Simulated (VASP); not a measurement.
# Hf (Fmmm) in VASP: single point with r2SCAN

Aim: the single point of Hf with r2SCAN.

Program: VASP 6.6.1. These are calculated values, not measurements. Logs are shortened: lines on timing, memory, paths and dates and some standing lists are left out, and cuts for length are marked.

**1. The cell of the first run**

Symmetry: Fmmm, No. 69, orthorhombic system. Conventional cell: a = 3.210 Å, b = 5.331 Å, c = 10.641 Å, α = 90.00°, β = 90.00°, γ = 90.00°. Within 3.8 Å of Hf (site symmetry mm2) lie 11 Hf at 2.90 to 3.60 Å.

**2. Single point, r2SCAN**

POSCAR

```
Hf
1.0
    0.0000000000      2.6655200616      5.3205246255
    1.6049002279      0.0000000000      5.3205246255
    1.6049002279      2.6655200616      0.0000000000
Hf
2
Direct
    0.8639159599      0.8639159599      0.1360840401
    0.1360840401      0.1360840401      0.8639159599
```

INCAR.step1

```
SYSTEM = Hf
  PREC = Accurate
  ENCUT = 520
  ISMEAR = 0
  SIGMA = 0.1
  LREAL = .False.
  LASPH = .True.
  NELM = 100
  NBANDS = 17
  GGA = PE
  ALGO = Normal
  EDIFF = 1E-4
  LWAVE = .True.
  LCHARG = .False.
```

INCAR.step2

```
SYSTEM = Hf
  PREC = Accurate
  ENCUT = 520
  EDIFF = 1E-6
  ISMEAR = 0
  SIGMA = 0.1
  LREAL = .False.
  LASPH = .True.
  NELM = 100
  ALGO = Normal
  ISIF = 2
  LWAVE = .False.
  LCHARG = .True.
  METAGGA = R2SCAN
  LMIXTAU = .True.
  LELF = .True.
  LVHAR = .True.
  NBANDS = 17
  ISTART = 1
```

KPOINTS

```
Automatic mesh
0
Gamma
  20 20 20
  0 0 0
```

Potentials or basis: VASP PAW PBE potentials, release 64 (Hf_pv).

The run is started by

```
cat potpaw_PBE.64/Hf_pv/POTCAR > POTCAR
cp INCAR.step1 INCAR
mpirun -np 1 vasp_std > vasp.out
cp INCAR.step2 INCAR
mpirun -np 1 vasp_std > vasp.out
```

OUTCAR:

```text
SYSTEM = Hf
   PREC = Accurate
   ENCUT = 520
   EDIFF = 1E-6
   ISMEAR = 0
   LREAL = .False.
   LASPH = .True.
   NELM = 100
   ISIF = 2
   METAGGA = R2SCAN
   ISTART = 1

 ion  position               nearest neighbor table
   1  0.864  0.864  0.136-   2 2.90   2 2.91   2 2.91   2 3.60   2 3.60
   2  0.136  0.136  0.864-   1 2.90   1 2.91   1 2.91   1 3.60   1 3.60

  LATTYP: Found a face centered orthorhombic cell.
 ALAT       =     3.2098004558
 B/A-ratio  =     1.6608634077
 C/A-ratio  =     3.3151746962

  Lattice vectors:

 A1 = (   0.0000000000,   2.6655200616,   5.3205246255)
 A2 = (   1.6049002279,   0.0000000000,   5.3205246255)
 A3 = (   1.6049002279,   2.6655200616,   0.0000000000)

Analysis of symmetry for initial positions (statically):
=====================================================================
 Subroutine PRICEL returns:
 Original cell was already a primitive cell.

 Routine SETGRP: Setting up the symmetry group for a
 face centered orthorhombic supercell.

 Subroutine GETGRP returns: Found  8 space group operations
 (whereof  8 operations were pure point group operations)
 out of a pool of  8 trial point group operations.

The static configuration has the point symmetry D_2h.

Analysis of symmetry for dynamics (positions and initial velocities):
=====================================================================
 Subroutine PRICEL returns:
 Original cell was already a primitive cell.

 Routine SETGRP: Setting up the symmetry group for a
 face centered orthorhombic supercell.

 Subroutine GETGRP returns: Found  8 space group operations
 (whereof  8 operations were pure point group operations)
 out of a pool of  8 trial point group operations.

The dynamic configuration has the point symmetry D_2h.

 Subroutine INISYM returns: Found  8 space group operations
 (whereof  8 operations are pure point group operations),
 and found     1 'primitive' translations

----------------------------------------------------------------------------------------

                                     Primitive cell

  volume of cell :      45.5213

  direct lattice vectors                    reciprocal lattice vectors
     0.000000000  2.665520062  5.320524626    -0.311545846  0.187580655  0.093975695
     1.604900228  0.000000000  5.320524626     0.311545846 -0.187580655  0.093975695
     1.604900228  2.665520062  0.000000000     0.311545846  0.187580655 -0.093975695

  length of vectors
     5.950880564  5.557309334  3.111382641     0.375604510  0.375604510  0.375604510

  position of ions in fractional coordinates (direct lattice)
     0.863915960  0.863915960  0.136084040
     0.136084040  0.136084040  0.863915960

  ion indices of the primitive-cell ions
   primitive index   ion index
                 1           1
                 2           2

----------------------------------------------------------------------------------------

 KPOINTS: Automatic mesh

Automatic generation of k-mesh.
 Grid dimensions read from file:
 generate k-points for:   20   20   20

 Generating k-lattice:

  Cartesian coordinates                     Fractional coordinates (reciprocal lattice)
    -0.015577292  0.009379033  0.004698785     0.050000000 -0.000000000  0.000000000
     0.015577292 -0.009379033  0.004698785    -0.000000000  0.050000000  0.000000000
     0.015577292  0.009379033 -0.004698785     0.000000000  0.000000000  0.050000000

  Length of vectors
     0.018780226  0.018780226  0.018780226

  Shift w.r.t. Gamma in fractional coordinates (k-lattice)
     0.000000000  0.000000000  0.000000000

 Subroutine IBZKPT returns following result:
 ===========================================

 Found   1166 irreducible k-points:

 Following reciprocal coordinates:
            Coordinates               Weight
  0.000000  0.000000  0.000000      1.000000
  0.050000  0.000000 -0.000000      8.000000
  0.100000  0.000000  0.000000      8.000000
  0.150000  0.000000 -0.000000      8.000000
  0.200000  0.000000  0.000000      8.000000
  0.250000  0.000000  0.000000      8.000000
[... 16 lines left out ...]
 -0.400000  0.050000  0.000000      8.000000
 -0.350000  0.050000 -0.000000      8.000000
 [... further k-points ...]
   k-points           NKPTS =   1166   k-points in BZ     NKDIM =   1166   number of bands    NBANDS=     17
   number of dos      NEDOS =    301   number of ions     NIONS =      2
   total plane-waves  NPLWV =  48384
   dimension x,y,z NGX =    48 NGY =   42 NGZ =   24
   dimension x,y,z NGXF=    96 NGYF=   84 NGZF=   48
   ions per type =               2
   NGX,Y,Z   is equivalent  to a cutoff of  13.41, 12.56, 12.82 a.u.
   NGXF,Y,Z  is equivalent  to a cutoff of  26.82, 25.13, 25.65 a.u.
 SYSTEM =  Hf
   PREC   = accura    normal or accurate (medium, high low for compatibility)
   ISTART =      1    job   : 0-new  1-cont  2-samecut
   ICHARG =      0    charge: 1-file 2-atom 10-const
   ISPIN  =      1    spin polarized calculation?
   LNONCOLLINEAR =      F non collinear calculations
   LSORBIT =      F    spin-orbit coupling
   LASPH  =      T    aspherical Exc in radial PAW
   ENCUT  =  520.0 eV  38.22 Ry    6.18 a.u.  11.06 10.33  5.79*2*pi/ulx,y,z
   NELM   =    100;   NELMIN=  2; NELMDL=  0     # of ELM steps
   EDIFF  = 0.1E-05   stopping-criterion for ELM
   LREAL  =      F    real-space projection
[... 7 lines left out ...]
   TEBEG  =    0.0;   TEEND  =   0.0 temperature during run
   PSTRESS=    0.0 pullay stress
   NELECT =      20.0000    total number of electrons
   NUPDOWN=      -1.0000    fix difference up-down
   EMIN   =  10.00;   EMAX   =-10.00  energy-range for DOS
   EFERMI =   0.00;   METHOD = LEGACY
   ISMEAR =     0;   SIGMA  =   0.10  broadening in eV -4-tet -1-fermi 0-gaus
   EFERMI_NEDOS =   21; number of points for ismear=-14 and -15
   IALGO  =     38    algorithm
   IMIX   =      4    mixing-type and parameters
     AMIX     =   0.40;   BMIX     =  1.00
     AMIX_MAG =   1.60;   BMIX_MAG =  1.00
  volume/ion in A,a.u.               =      22.76       153.60
  Fermi-wavevector in a.u.,A,eV,Ry     =   1.244553  2.351864 21.074225  1.548912
  Thomas-Fermi vector in A             =   2.378814
   LORBIT       =      0    0 simple, 1 ext, 2 COOP (PROOUT), +10 PAW based schemes
   METAGGA = R2SCAN    functional components
   LHFCALC =     F    Hartree Fock is set to
   AEXX    =    0.0000 exact exchange contribution
   IVDW    =     0    specifies the selected vdW correction
   LEPSILON=     F    determine dielectric tensor
   LRPA    =     F    only Hartree local field effects (RPA)
 non-spin polarized calculation
 Gauss-broadening in eV      SIGMA  =   0.10
  energy-cutoff  :      520.00
  volume of cell :       45.52
 maximum number of plane-waves:      1247
 NGX is ok and might be reduce to    48
   NGX = 23   NGY = 21   NGZ = 11

 number of electron      19.9999999 magnetization

 Free energy of the ion-electron system (eV)
  ---------------------------------------------------
  ext. energy  EPLUGINS =         0.00000000
  ---------------------------------------------------
  free energy    TOTEN  =       -89.73741575 eV

  energy without entropy =      -89.72530617  energy(sigma->0) =      -89.73136096

 E-fermi :   4.3645     XC(G=0): -12.0429

 val. band max:        4.3628288330   @ k =  -0.2000   0.3500   0.1500
 cond. band min:       4.3650737533   @ k =  -0.4500   0.2500   0.1500
 fundamental gap:      0.0022449203
 Fermi energy:         4.3644563483

 k-point     1 :       0.0000    0.0000    0.0000
  band No.  band energies     occupation
      1     -27.8049      2.00000
      2     -26.8445      2.00000
      3     -26.7516      2.00000
      4     -26.6933      2.00000
      5     -26.6612      2.00000
      6     -26.6480      2.00000
[... 9 lines left out ...]
     16       8.1359      0.00000
     17       9.6765      0.00000

 k-point     2 :       0.0500    0.0000   -0.0000
  band No.  band energies     occupation
      1     -27.7981      2.00000
      2     -26.8621      2.00000
      3     -26.7603      2.00000
      4     -26.7049      2.00000
      5     -26.6697      2.00000
      6     -26.6453      2.00000
[... 9 lines left out ...]
     16       8.2143      0.00000
     17       9.7992      0.00000

 k-point     3 :       0.1000    0.0000    0.0000
  band No.  band energies     occupation
      1     -27.7784      2.00000
      2     -26.9119      2.00000
      3     -26.7939      2.00000
      4     -26.7296      2.00000
      5     -26.6906      2.00000
      6     -26.6428      2.00000
[... 9 lines left out ...]
     16       8.3367      0.00000
     17      10.1458      0.00000

 k-point     4 :       0.1500    0.0000   -0.0000
  band No.  band energies     occupation
      1     -27.7476      2.00000
      2     -26.9873      2.00000
      3     -26.8594      2.00000
      4     -26.7536      2.00000
      5     -26.7192      2.00000
      6     -26.6446      2.00000
[... 9 lines left out ...]
     16       8.3886      0.00000
     17      10.2122      0.00000

 k-point     5 :       0.2000    0.0000    0.0000
  band No.  band energies     occupation
      1     -27.7092      2.00000
      2     -27.0812      2.00000
      3     -26.9439      2.00000
      4     -26.7807      2.00000
      5     -26.7487      2.00000
      6     -26.6525      2.00000
[... 9 lines left out ...]
     16       8.3745      0.00000
     17      10.0244      0.00000

 k-point     6 :       0.2500    0.0000    0.0000
  band No.  band energies     occupation
      1     -27.6682      2.00000
      2     -27.1847      2.00000
      3     -27.0313      2.00000
      4     -26.8149      2.00000
      5     -26.7730      2.00000
      6     -26.6667      2.00000
[... 9 lines left out ...]
     16       8.6941      0.00000
     17       9.8307      0.00000

 k-point     7 :       0.3000    0.0000   -0.0000
  band No.  band energies     occupation
      1     -27.6318      2.00000
      2     -27.2881      2.00000
      3     -27.1070      2.00000
      4     -26.8530      2.00000
      5     -26.7919      2.00000
      6     -26.6860      2.00000
[... 9 lines left out ...]
     16       9.3051      0.00000
     17       9.7153      0.00000

 k-point     8 :       0.3500    0.0000    0.0000
  band No.  band energies     occupation
      1     -27.6077      2.00000
      2     -27.3819      2.00000
      3     -27.1580      2.00000
      4     -26.8906      2.00000
      5     -26.8058      2.00000
      6     -26.7083      2.00000
[... 9 lines left out ...]
     16       9.6989      0.00000
     17      10.1191      0.00000
[... 203 lines left out ...]
      1     -27.5824      2.00000
      2     -27.3953      2.00000
      3     -27.1412      2.00000
      4     -26.9051      2.00000
      5     -26.7976      2.00000
      6     -26.7331      2.00000
[... 9 lines left out ...]
     16       9.7065      0.00000
     17      10.1257      0.00000

 k-point    20 :       0.4500    0.0500    0.0000
  band No.  band energies     occupation
      1     -27.5803      2.00000
      2     -27.4678      2.00000
      3     -27.1640      2.00000
      4     -26.9370      2.00000
      5     -26.8079      2.00000
      6     -26.7494      2.00000
[... 9 lines left out ...]
     16      10.4241      0.00000
     17      10.7334      0.00000

 k-point    21 :       0.5000    0.0500    0.0000
  band No.  band energies     occupation
      1     -27.5907      2.00000
      2     -27.5105      2.00000
      3     -27.1727      2.00000
      4     -26.9557      2.00000
      5     -26.8161      2.00000
      6     -26.7566      2.00000
[... 9 lines left out ...]
     16      10.9779      0.00000
     17      11.1696      0.00000

 k-point    22 :      -0.4500    0.0500   -0.0000
  band No.  band energies     occupation
      1     -27.6040      2.00000
      2     -27.5182      2.00000
      3     -27.1826      2.00000
      4     -26.9557      2.00000
      5     -26.8231      2.00000
      6     -26.7510      2.00000
[... 9 lines left out ...]
     16      11.1838      0.00000
     17      11.3111      0.00000

 k-point    23 :      -0.4000    0.0500    0.0000
  band No.  band energies     occupation
      1     -27.6118      2.00000
      2     -27.4941      2.00000
      3     -27.1950      2.00000
      4     -26.9385      2.00000
      5     -26.8266      2.00000
      6     -26.7345      2.00000
[... 9 lines left out ...]
     16      10.9709      0.00000
     17      11.1737      0.00000

 k-point    24 :      -0.3500    0.0500   -0.0000
  band No.  band energies     occupation
      1     -27.6167      2.00000
      2     -27.4423      2.00000
      3     -27.1976      2.00000
      4     -26.9106      2.00000
      5     -26.8243      2.00000
      6     -26.7117      2.00000
[... 9 lines left out ...]
     16      10.4177      0.00000
     17      10.7301      0.00000

 [... further k-points ...]

------------------------ aborting loop because EDIFF is reached ----------------------------------------

  FORCE on cell =-STRESS in cart. coord.  units (eV):
  Direction    XX          YY          ZZ          XY          YZ          ZX
  --------------------------------------------------------------------------------------
  -------------------------------------------------------------------------------------
  Total       -0.1425497     -0.1354141     -0.1679038      0.0000000      0.0000000      0.0000000
  in kB       -5.0172126     -4.7660652     -5.9095795      0.0000000      0.0000000      0.0000000
  external PRESSURE =      -5.2309524 kB  Pullay stress =       0.0000000 kB

 VOLUME and BASIS-vectors are now :
 -----------------------------------------------------------------------------
  energy-cutoff  :      520.00
  volume of cell :       45.52
      direct lattice vectors                 reciprocal lattice vectors
     0.000000000  2.665520062  5.320524626    -0.311545846  0.187580655  0.093975695
     1.604900228  0.000000000  5.320524626     0.311545846 -0.187580655  0.093975695
     1.604900228  2.665520062  0.000000000     0.311545846  0.187580655 -0.093975695

 POSITION                                       TOTAL-FORCE (eV/Angst)
 -----------------------------------------------------------------------------------
      1.60490      2.66552      9.19297         0.000000      0.000000     -0.045416
      1.60490      2.66552      1.44808         0.000000      0.000000      0.045416
 -----------------------------------------------------------------------------------
    total drift:                               -0.000000     -0.000000      0.000000

  FREE ENERGIE OF THE ION-ELECTRON SYSTEM (eV)
  ---------------------------------------------------
  free  energy   TOTEN  =       -89.7374157451 eV

  energy  without entropy=      -89.7253061698  energy(sigma->0) =      -89.73136096
```

Run time: 2.6 h. Hardware: 1 thread of Oxide Virtual Turin-like, shared host; peak memory 0.8 GiB.

What came out:

| Quantity | Value |
| --- | --- |
| Free energy | -89.7374 eV |
| Pressure | -0.5 GPa |
| Largest force | 0.045 eV/Å |
| Band gap on the k mesh | zero (bands 10 and 11 overlap by 2.22 eV) |

Forces in eV/Å, atoms in the order of the input:
```
Hf   0.000  0.000 -0.045
Hf   0.000  0.000  0.045
```

Caveat: the PAW data sets were made with another functional, which shifts forces and pressure a little; spin-orbit coupling is left out, which moves the levels of the heavy elements.
